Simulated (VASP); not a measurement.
# YbBi (Pm-3m) in VASP: notebook

Aim: see how the results for YbBi move with the level of theory and the settings. Levels: PBE+U, RPBE+U. Tasks: single point.

Everything below comes from runs of VASP 6.6.1. Logs are shortened: lines on timing, memory, paths and dates and some standing lists are left out, and cuts for length are marked.

### Step 1. The cell of the first run

It takes space group Pm-3m (No. 221, cubic). Conventional cell: a = 3.924 Å, b = 3.924 Å, c = 3.924 Å, α = 90.00°, β = 90.00°, γ = 90.00°. Yb (site symmetry m-3m) has 8 Bi at 3.40 Å and 6 Yb at 3.92 Å within 4.5 Å. Within 4.5 Å of Bi (site symmetry m-3m) lie 8 Yb at 3.40 Å and 6 Bi at 3.92 Å.

### Step 2. Single point, PBE+U, collinear spin, zero start (30.22 Å³/atom)

Input file INCAR:

```
SYSTEM = YbBi
ALGO     = Normal         ! electronic algorithm
EDIFF    = 1E-7           ! SCF threshold, eV
ENCUT    = 520            ! plane-wave cutoff, eV
GGA      = PE             ! functional
ISIF     = 2              ! what is computed and relaxed
ISMEAR   = 0              ! smearing method
ISPIN    = 2              ! spin polarisation
LASPH    = .TRUE.         ! aspherical terms in the spheres
LCHARG   = .TRUE.         ! write CHGCAR
LDAU     = .TRUE.         ! DFT+U
LDAUJ    = 0 0          
LDAUL    = 3 -1           ! shell
LDAUPRINT= 1            
LDAUTYPE = 2            
LDAUU    = 6 0            ! U, eV
LELF     = .TRUE.         ! ELF
LMAXMIX  = 6              ! l up to which the mixer works
LORBIT   = 11             ! projections on sites
LREAL    = .FALSE.        ! projectors in reciprocal space
LVHAR    = .TRUE.       
LWAVE    = .FALSE.        ! write WAVECAR
MAGMOM   = 0 0            ! initial moments
NBANDS   = 30             ! bands
NELM     = 150            ! most SCF steps
PREC     = Accurate       ! precision mode
SIGMA    = 0.05           ! smearing width, eV
```

Input file KPOINTS:

```
k-points
0
G
  8 8 8
  0 0 0
```

Input file POSCAR:

```
YbBi
1.0
    3.9244960505      0.0000000000      0.0000000000
    0.0000000000      3.9244960505      0.0000000000
    0.0000000000      0.0000000000      3.9244960505
Yb Bi
1 1
Direct
    0.0000000000      0.0000000000      0.0000000000
    0.5000000000      0.5000000000      0.5000000000
```

Potentials or basis: VASP PAW PBE potentials, release 64 (Yb, Bi_d).

Run with:

```bash
$ cat potpaw_PBE.64/Yb/POTCAR potpaw_PBE.64/Bi_d/POTCAR > POTCAR
$ mpirun -np 1 vasp_std > vasp.out
```

OUTCAR:

```text
SYSTEM = YbBi
   EDIFF = 1E-7
   ENCUT = 520
   GGA = PE
   ISIF = 2
   ISMEAR = 0
   ISPIN = 2
   LASPH = .TRUE.
   LORBIT = 11
   LREAL = .FALSE.
   NELM = 150
   PREC = Accurate

 ion  position               nearest neighbor table
   1  0.000  0.000  0.000-   2 3.40   2 3.40   2 3.40   2 3.40   2 3.40   2 3.40   2 3.40   2 3.40

   2  0.500  0.500  0.500-   1 3.40   1 3.40   1 3.40   1 3.40   1 3.40   1 3.40   1 3.40   1 3.40

  LATTYP: Found a simple cubic cell.
 ALAT       =     3.9244960505

  Lattice vectors:

 A1 = (   3.9244960505,   0.0000000000,   0.0000000000)
 A2 = (   0.0000000000,   3.9244960505,   0.0000000000)
 A3 = (   0.0000000000,   0.0000000000,   3.9244960505)

Analysis of symmetry for initial positions (statically):
=====================================================================
 Subroutine PRICEL returns:
 Original cell was already a primitive cell.

 Routine SETGRP: Setting up the symmetry group for a
 simple cubic supercell.

 Subroutine GETGRP returns: Found 48 space group operations
 (whereof 48 operations were pure point group operations)
 out of a pool of 48 trial point group operations.

The static configuration has the point symmetry O_h .

Analysis of symmetry for dynamics (positions and initial velocities):
=====================================================================
 Subroutine PRICEL returns:
 Original cell was already a primitive cell.

 Routine SETGRP: Setting up the symmetry group for a
 simple cubic supercell.

 Subroutine GETGRP returns: Found 48 space group operations
 (whereof 48 operations were pure point group operations)
 out of a pool of 48 trial point group operations.

The dynamic configuration has the point symmetry O_h .

Analysis of structural, dynamic, and magnetic symmetry:
=====================================================================
 Subroutine PRICEL returns:
 Original cell was already a primitive cell.

 Routine SETGRP: Setting up the symmetry group for a
 simple cubic supercell.

 Subroutine GETGRP returns: Found 48 space group operations
 (whereof 48 operations were pure point group operations)
 out of a pool of 48 trial point group operations.

The overall configuration has the point symmetry O_h .

 Subroutine INISYM returns: Found 48 space group operations
 (whereof 48 operations are pure point group operations),
 and found     1 'primitive' translations

----------------------------------------------------------------------------------------

                                     Primitive cell

  volume of cell :      60.4438

  direct lattice vectors                    reciprocal lattice vectors
     3.924496051  0.000000000  0.000000000     0.254809786  0.000000000  0.000000000
     0.000000000  3.924496051  0.000000000     0.000000000  0.254809786  0.000000000
     0.000000000  0.000000000  3.924496051     0.000000000  0.000000000  0.254809786

  length of vectors
     3.924496051  3.924496051  3.924496051     0.254809786  0.254809786  0.254809786

[... 115 lines left out ...]
 spin polarized calculation
 Gauss-broadening in eV      SIGMA  =   0.05
  energy-cutoff  :      520.00
  volume of cell :       60.44
 maximum number of plane-waves:      1647
 NGX is ok and might be reduce to    30
   NGX = 15   NGY = 15   NGZ = 15

 number of electron      38.9999978 magnetization      -0.0001555

atom =   1  type =  1  l = 3

 onsite density matrix

spin component  1

  0.9878 -0.0000 -0.0019  0.0000  0.0000 -0.0000 -0.0000
 -0.0000  0.9802  0.0000  0.0000  0.0000  0.0000 -0.0000
 -0.0019  0.0000  0.9888  0.0000 -0.0000 -0.0000 -0.0000
  0.0000  0.0000  0.0000  0.9863  0.0000  0.0000  0.0000
  0.0000  0.0000 -0.0000  0.0000  0.9888  0.0000  0.0019
 -0.0000  0.0000 -0.0000  0.0000  0.0000  0.9903 -0.0000
 -0.0000 -0.0000 -0.0000  0.0000  0.0019 -0.0000  0.9878

spin component  2

  0.9878 -0.0000 -0.0019  0.0000  0.0000 -0.0000 -0.0000
 -0.0000  0.9802  0.0000  0.0000  0.0000  0.0000 -0.0000
 -0.0019  0.0000  0.9888  0.0000 -0.0000 -0.0000 -0.0000
  0.0000  0.0000  0.0000  0.9863  0.0000  0.0000  0.0000
  0.0000  0.0000 -0.0000  0.0000  0.9888  0.0000  0.0019
 -0.0000  0.0000 -0.0000  0.0000  0.0000  0.9903 -0.0000
 -0.0000 -0.0000 -0.0000  0.0000  0.0019 -0.0000  0.9878

 occupancies and eigenvectors

  o =  0.9802  v =  0.0000  0.0000  0.0000  0.0000  0.0000  0.0000  0.0000  0.0000  1.0000 -0.0000  0.0000  0.0000 -0.0000 -0.0000      0.0000  0.0000  0.0000  0.0000  0.0000  0.0000  0.0000  0.0000  0.0000  0.0000  0.0000  0.0000  0.0000  0.0000
  o =  0.9802  v =  0.0000 -1.0000  0.0000 -0.0000  0.0000 -0.0000 -0.0000  0.0000  0.0000  0.0000  0.0000  0.0000  0.0000  0.0000      0.0000  0.0000  0.0000  0.0000  0.0000  0.0000  0.0000  0.0000  0.0000  0.0000  0.0000  0.0000  0.0000  0.0000
  o =  0.9863  v =  0.0000  0.0000  0.0000  0.0000  0.0000  0.0000  0.0000 -0.7906 -0.0000 -0.6124  0.0000  0.0000 -0.0000 -0.0000      0.0000  0.0000  0.0000  0.0000  0.0000  0.0000  0.0000  0.0000  0.0000  0.0000  0.0000  0.0000  0.0000  0.0000
  o =  0.9863  v =  0.0000  0.0000  0.0000  0.0000  0.0000  0.0000  0.0000  0.0000  0.0000 -0.0000  0.0001 -0.6124  0.0000  0.7906      0.0000  0.0000  0.0000  0.0000  0.0000  0.0000  0.0000  0.0000  0.0000  0.0000  0.0000  0.0000  0.0000  0.0000
  o =  0.9863  v =  0.0000  0.0000  0.0000  0.0000  0.0000  0.0000  0.0000  0.0000 -0.0000  0.0000  1.0000  0.0001 -0.0000 -0.0001      0.0000  0.0000  0.0000  0.0000  0.0000  0.0000  0.0000  0.0000  0.0000  0.0000  0.0000  0.0000  0.0000  0.0000
  o =  0.9863  v = -0.7906 -0.0000 -0.6124  0.0000  0.0000 -0.0000 -0.0000  0.0000  0.0000  0.0000  0.0000  0.0000  0.0000  0.0000      0.0000  0.0000  0.0000  0.0000  0.0000  0.0000  0.0000  0.0000  0.0000  0.0000  0.0000  0.0000  0.0000  0.0000
  o =  0.9863  v =  0.0000  0.0000  0.0000  0.0066  0.6124  0.0000 -0.7906  0.0000  0.0000  0.0000  0.0000  0.0000  0.0000  0.0000      0.0000  0.0000  0.0000  0.0000  0.0000  0.0000  0.0000  0.0000  0.0000  0.0000  0.0000  0.0000  0.0000  0.0000
  o =  0.9863  v =  0.0000 -0.0000  0.0000  1.0000 -0.0040 -0.0000  0.0052  0.0000  0.0000  0.0000  0.0000  0.0000  0.0000  0.0000      0.0000  0.0000  0.0000  0.0000  0.0000  0.0000  0.0000  0.0000  0.0000  0.0000  0.0000  0.0000  0.0000  0.0000
  o =  0.9903  v =  0.0000  0.0000  0.0000  0.0000  0.0000  0.0000  0.0000  0.6124 -0.0000 -0.7906  0.0000  0.0000 -0.0000 -0.0000      0.0000  0.0000  0.0000  0.0000  0.0000  0.0000  0.0000  0.0000  0.0000  0.0000  0.0000  0.0000  0.0000  0.0000
  o =  0.9903  v =  0.0000  0.0000  0.0000  0.0000  0.0000  0.0000  0.0000  0.0000 -0.0000 -0.0000  0.0000  0.7905 -0.0090  0.6123      0.0000  0.0000  0.0000  0.0000  0.0000  0.0000  0.0000  0.0000  0.0000  0.0000  0.0000  0.0000  0.0000  0.0000
  o =  0.9903  v =  0.0000  0.0000  0.0000  0.0000  0.0000  0.0000  0.0000  0.0000  0.0000 -0.0000  0.0000  0.0071  1.0000  0.0055      0.0000  0.0000  0.0000  0.0000  0.0000  0.0000  0.0000  0.0000  0.0000  0.0000  0.0000  0.0000  0.0000  0.0000
  o =  0.9903  v =  0.6124 -0.0000 -0.7906  0.0000  0.0000 -0.0000 -0.0000  0.0000  0.0000  0.0000  0.0000  0.0000  0.0000  0.0000      0.0000  0.0000  0.0000  0.0000  0.0000  0.0000  0.0000  0.0000  0.0000  0.0000  0.0000  0.0000  0.0000  0.0000
  o =  0.9903  v =  0.0000 -0.0000  0.0000  0.0000 -0.7905 -0.0087 -0.6123  0.0000  0.0000  0.0000  0.0000  0.0000  0.0000  0.0000      0.0000  0.0000  0.0000  0.0000  0.0000  0.0000  0.0000  0.0000  0.0000  0.0000  0.0000  0.0000  0.0000  0.0000
  o =  0.9903  v =  0.0000  0.0000  0.0000 -0.0000  0.0069 -1.0000  0.0053  0.0000  0.0000  0.0000  0.0000  0.0000  0.0000  0.0000      0.0000  0.0000  0.0000  0.0000  0.0000  0.0000  0.0000  0.0000  0.0000  0.0000  0.0000  0.0000  0.0000  0.0000

 number of electron      38.9999978 magnetization       0.0000181

 Free energy of the ion-electron system (eV)
  ---------------------------------------------------
  ext. energy  EPLUGINS =         0.00000000
  ---------------------------------------------------
  free energy    TOTEN  =        -7.96784745 eV

  energy without entropy =       -7.96617936  energy(sigma->0) =       -7.96701340

 E-fermi :   5.0900     XC(G=0): -10.2354

 val. band max:        4.9321673666   @ k =   0.5000   0.1250   0.1250
 cond. band min:       5.1008933893   @ k =   0.5000   0.2500   0.1250
 fundamental gap:      0.1687260227
 Fermi energy:         5.0900487932

 spin component 1

 k-point     1 :       0.0000    0.0000    0.0000
  band No.  band energies     occupation
      1     -45.5168      1.00000
      2     -18.0500      1.00000
      3     -18.0500      1.00000
      4     -18.0500      1.00000
      5     -17.2952      1.00000
      6     -17.2952      1.00000
[... 1577 lines left out ...]
     29      15.7227      0.00000
     30      15.8725      0.00000

 [... further k-points ...]

------------------------ aborting loop because EDIFF is reached ----------------------------------------

  FORCE on cell =-STRESS in cart. coord.  units (eV):
  Direction    XX          YY          ZZ          XY          YZ          ZX
  --------------------------------------------------------------------------------------
  -------------------------------------------------------------------------------------
  Total        0.5204674      0.5204674      0.5204674      0.0000000     -0.0000000     -0.0000000
  in kB       13.7959754     13.7959754     13.7959754      0.0000000     -0.0000000     -0.0000000
  external PRESSURE =      13.7959754 kB  Pullay stress =       0.0000000 kB

 VOLUME and BASIS-vectors are now :
 -----------------------------------------------------------------------------
  energy-cutoff  :      520.00
  volume of cell :       60.44
      direct lattice vectors                 reciprocal lattice vectors
     3.924496051  0.000000000  0.000000000     0.254809786  0.000000000  0.000000000
     0.000000000  3.924496051  0.000000000     0.000000000  0.254809786  0.000000000
     0.000000000  0.000000000  3.924496051     0.000000000  0.000000000  0.254809786

 POSITION                                       TOTAL-FORCE (eV/Angst)
 -----------------------------------------------------------------------------------
      0.00000      0.00000      0.00000         0.000000      0.000000      0.000000
      1.96225      1.96225      1.96225         0.000000      0.000000      0.000000
 -----------------------------------------------------------------------------------
    total drift:                                0.000000      0.000000      0.000000

  FREE ENERGIE OF THE ION-ELECTRON SYSTEM (eV)
  ---------------------------------------------------
  free  energy   TOTEN  =        -7.9678474483 eV

  energy  without entropy=       -7.9661793591  energy(sigma->0) =       -7.96701340

 total charge

# of ion       s       p       d       f       tot
--------------------------------------------------
    1        2.121   6.042   0.263  13.813  22.239
    2        1.481   1.546   9.892   0.000  12.918
--------------------------------------------------
tot          3.602   7.588  10.154  13.813  35.157

 magnetization (x)

# of ion       s       p       d       f       tot
--------------------------------------------------
    1        0.000   0.000   0.000  -0.000   0.000
    2        0.000   0.000   0.000   0.000   0.000
--------------------------------------------------
tot          0.000   0.000   0.000  -0.000   0.000
```

It took 2.6 min on 1 thread of Intel Xeon 6975P-C (Granite Rapids), shared host; peak memory 0.27 GiB.

What came out:

```yaml
Free_energy: -7.9678 eV
Pressure: 1.4 GPa
Net_moment: 0.00 μB per cell
Valence_electrons_inside_the_program's_atomic_spheres: Yb 22.24; Bi 12.92
```

Eigenvalues of the final occupation matrices:
```tsv
site	spin	trace	eigenvalues
site 1 f	1	6.91	0.98 0.99 0.99 0.99 0.99 0.99 0.99
site 1 f	2	6.91	0.98 0.99 0.99 0.99 0.99 0.99 0.99
```

Caveat: no moment was typed at the start, so none could form; spin-orbit coupling is left out, which moves the levels of the heavy elements.

### Step 3. Single point, RPBE+U, collinear spin, ferromagnetic start

This run uses another cell than the first one, of 31.48 Å³/atom.

Input file INCAR:

```
ALGO = Normal
EDIFF = 1E-7
ENCUT = 520
GGA = RP
ISIF = 2
ISMEAR = 0
ISPIN = 2
LASPH = True
LCHARG = False
LDAU = True
LDAUJ = 0 0
LDAUL = 3 -1
LDAUPRINT = 1
LDAUTYPE = 2
LDAUU = 6 0
LMAXMIX = 6
LORBIT = 11
LREAL = False
LWAVE = False
MAGMOM = 1 0
NBANDS = 30
NELM = 150
PREC = Accurate
SIGMA = 0.05
```

Input file KPOINTS:

```
k-points
0
Gamma
  8 8 8
```

Input file POSCAR:

```
YbBi
1.0
    3.9782629517      0.0000000000      0.0000000000
    0.0000000000      3.9782629517      0.0000000000
    0.0000000000      0.0000000000      3.9782629517
Yb Bi
1 1
Direct
    0.0000000000      0.0000000000      0.0000000000
    0.5000000000      0.5000000000      0.5000000000
```

Potentials or basis: VASP PAW PBE potentials, release 64 (Yb, Bi_d).

Run with:

```bash
$ cat potpaw_PBE.64/Yb/POTCAR potpaw_PBE.64/Bi_d/POTCAR > POTCAR
$ mpirun -np 1 vasp_std > vasp.out
```

It took 3.8 min on 1 thread of Intel Xeon 6975P-C (Granite Rapids), shared host; peak memory 0.28 GiB.

It converged, with:

```
Free energy                                           : -7.2953 eV
Pressure                                              : 1.6 GPa
Net moment                                            : 0.00 μB per cell
Valence electrons inside the program's atomic spheres : Yb 22.26; Bi 12.90
```

Levels at points of the mesh, in eV from the Fermi level:
Spin up:
```
           k point  band 17  band 18  band 19  band 20  band 21  band 22
(0.00, 0.00, 0.00)    -1.40     0.55     0.55     0.55     0.93     0.93
(0.50, 0.00, 0.00)    -1.41    -1.41     0.09     0.09     1.69     4.20
(0.50, 0.50, 0.00)    -1.41    -1.41    -1.41    -0.18     1.94     3.36
(0.50, 0.50, 0.50)    -1.44    -1.44    -1.44    -1.37     3.03     3.03
```
Spin down:
```csv
k point,band 16,band 17,band 18,band 19,band 20,band 21,band 22,band 23
"(0.00, 0.00, 0.00)",-1.48,-1.40,0.55,0.55,0.55,0.93,0.93,1.17
"(0.50, 0.00, 0.00)",-1.41,-1.41,-1.41,0.09,0.09,1.69,4.20,5.20
"(0.50, 0.50, 0.00)",-1.43,-1.41,-1.41,-1.41,-0.18,1.94,3.36,3.42
"(0.50, 0.50, 0.50)",-1.45,-1.44,-1.44,-1.44,-1.37,3.03,3.03,3.03
```

Eigenvalues of the final occupation matrices:
| site | spin | trace | eigenvalues |
| --- | --- | --- | --- |
| site 1 f | 1 | 6.91 | 0.98 0.99 0.99 0.99 0.99 0.99 0.99 |
| site 1 f | 2 | 6.91 | 0.98 0.99 0.99 0.99 0.99 0.99 0.99 |

Caveat: the PAW data sets were made with another functional, which shifts forces and pressure a little; spin-orbit coupling is left out, which moves the levels of the heavy elements. The state reached can hang on the start; a lower one may exist.
